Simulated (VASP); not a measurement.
## Al: single point with PBE+D3(BJ)

Al:

```
CELL_PARAMETERS angstrom
2.81478 0.00000 0.00000
-1.40739 2.43767 0.00000
0.00000 0.00000 9.24180
ATOMIC_POSITIONS crystal
Al 0.00000 0.00000 0.00000
Al 0.33333 0.66667 0.25000
Al 0.00000 0.00000 0.50000
Al 0.66667 0.33333 0.75000
```

This isn't the form of Al at room conditions, which is fcc.

```json
{"Program": "VASP 6.6.1", "Task": "single point", "Functional": "PBE", "Dispersion": "D3(BJ)", "Potentials or basis": "VASP PAW PBE potentials, release 64 (Al)", "Cutoff": "520 eV", "k mesh": "18 × 18 × 6", "Occupations": "gaussian, width 0.15 eV", "Spin": "no spin polarisation"}
```

```json
{
 "Pressure": "0.0 GPa",
 "Band gap on the k mesh": "zero (bands 6 and 7 overlap by 5.51 eV)",
 "Dispersion energy per atom": "-0.351 eV"
}
```

Levels at points of the mesh, in eV from the Fermi level:
| k point | band 4 | band 5 | band 6 | band 7 | band 8 | band 9 |
| --- | --- | --- | --- | --- | --- | --- |
| (0.00, 0.00, 0.00) | -4.77 | -4.49 | 3.43 | 3.44 | 11.07 | 11.07 |
| (0.50, 0.00, 0.00) | -3.96 | -3.35 | -3.28 | 0.82 | 1.26 | 1.35 |
| (0.00, 0.00, 0.50) | -7.56 | -0.95 | -0.95 | 8.38 | 8.38 | 11.41 |
| (0.50, 0.00, 0.50) | -4.88 | -1.89 | -1.89 | -1.21 | -1.21 | 4.66 |

Run time: 83 s on 1 thread of Intel(R) Xeon(R) Platinum 8259CL CPU @ 2.50GHz (Skylake/Cascade Lake), with other jobs on the host, peak memory 0.25 GiB.
